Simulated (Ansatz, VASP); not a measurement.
**Sr in VASP and in Ansatz**

POSCAR

```
Sr
1.0
    0.0000000000      3.0512061252      3.0512061252
    3.0512061252      0.0000000000      3.0512061252
    3.0512061252      3.0512061252      0.0000000000
Sr
1
Direct
    0.0000000000      0.0000000000      0.0000000000
```

Contents of INCAR.step1:

```
SYSTEM = Sr
PREC = Accurate
ENCUT = 520
ISMEAR = 0
SIGMA = 0.05
LREAL = .FALSE.
LASPH = .TRUE.
NELM = 60
NBANDS = 11
GGA = PE
ALGO = Normal
EDIFF = 1E-4
LWAVE = .TRUE.
LCHARG = .FALSE.
```

The input INCAR.step2:

```
SYSTEM = Sr
PREC = Accurate
ENCUT = 520
EDIFF = 1E-7
ISMEAR = 0
SIGMA = 0.05
LREAL = .FALSE.
LASPH = .TRUE.
NELM = 60
ALGO = Normal
ISIF = 2
LWAVE = .FALSE.
LCHARG = .FALSE.
METAGGA = R2SCAN
LMIXTAU = .TRUE.
NBANDS = 11
ISTART = 1
```

The input KPOINTS:

```
Automatic mesh
0
G
  12 12 12
  0 0 0
```

Input for Ansatz:

```yaml
crystal:
  lattice:
    - [0.0, 3.0512061557, 3.0512061557]
    - [3.0512061557, 0.0, 3.0512061557]
    - [3.0512061557, 3.0512061557, 0.0]
  atoms:
    - { symbol: Sr, position: [0.0, 0.0, 0.0] }
basis:
  ecutwfc: 500
  ecutrho_ratio: 4
kpoints:
  mp_grid: { grid: [12, 12, 12] }
  band_path:
    path:
      - [[0.0, 0.0, 0.0], [0.5, 0.0, 0.5], [0.625, 0.25, 0.625]]
      - [[0.375, 0.375, 0.75], [0.0, 0.0, 0.0], [0.5, 0.5, 0.5], [0.5, 0.25, 0.75], [0.5, 0.0, 0.5]]
    npoints: 14
hamiltonian:
  xc: r2scan
scf:
  occupations: { method: gaussian, width: 0.05 }
  n_extra_bands: 10
output:
  forces: true
  stress: true
  eigenvalues: true
  populations: true
  dos: { projected: true, de: 0.02, nscf_kmesh: { grid: [18, 18, 18] } }
  bader: true
```

Alike in both runs: task single point; functional r2SCAN; k mesh 12 × 12 × 12; occupations gaussian, width 0.05 eV; no spin polarisation.

|  | VASP | Ansatz |
| --- | --- | --- |
| version | VASP 6.6.1 | Ansatz 0.2.0 |
| potentials or method | VASP PAW PBE potentials, release 64 (Sr_sv), cutoff 520 eV | scalar-relativistic, plane waves, PAW |
| valence electrons in the cell | 10 | 10 |

```tsv
	VASP	Ansatz	Ansatz less VASP
gap on the k mesh at the Fermi level (eV)	none	none	-
pressure (GPa)	0.0	0.0	-0.01
```

VASP's potentials were made for PBE, not for r2SCAN. A gap of «none» marks a metal or a gap that the smearing closes.
